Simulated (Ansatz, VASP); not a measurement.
# One calculation of P, two programs

```
P
1.0
     4.62941   -4.08555   -0.00942
     4.62941    4.08555   -0.00942
    -0.03426    0.00000    5.16191
P
8
Direct
  0.85127 0.85127 0.23756
  0.14873 0.14873 0.76244
  0.71918 0.71918 0.58554
  0.28082 0.28082 0.41446
  0.50160 0.77839 0.24938
  0.22161 0.49840 0.75062
  0.49840 0.22161 0.75062
  0.77839 0.50160 0.24938
```

Change from the starting cell: strain +0.025 along x and y, -0.025 along z, atoms carried along.

Alike in both runs: task single point; functional PBEsol; k mesh 6 × 6 × 6; occupations gaussian, width 0.05 eV; no spin polarisation.

```csv
,VASP,Ansatz
version,VASP 6.6.1,Ansatz 0.2.0
potentials or method,"VASP PAW PBE potentials, release 64 (P), cutoff 520 eV","scalar-relativistic, plane waves, PAW"
valence electrons in the cell,40,40
```

|  | VASP | Ansatz | Ansatz less VASP |
| --- | --- | --- | --- |
| gap on the k mesh at the Fermi level (eV) | 2.12 | 2.13 | +0.009 |
| least direct gap on the mesh (eV) | 2.46 | 2.47 | +0.009 |
| pressure (GPa) | -1.5 | -1.3 | +0.20 |
| traceless stress, the component that is largest in VASP (GPa) | 3.58 | 3.59 | +0.011 |
| rms of the force components (eV/Å) | 0.500 | 0.480 | -0.0195 |

VASP's potentials were made for PBE, not for PBEsol. Atom by atom the forces differ by 0.044 eV/Å (rms over components). The functional is the same, so the differences come from potentials, cutoffs and numerics.
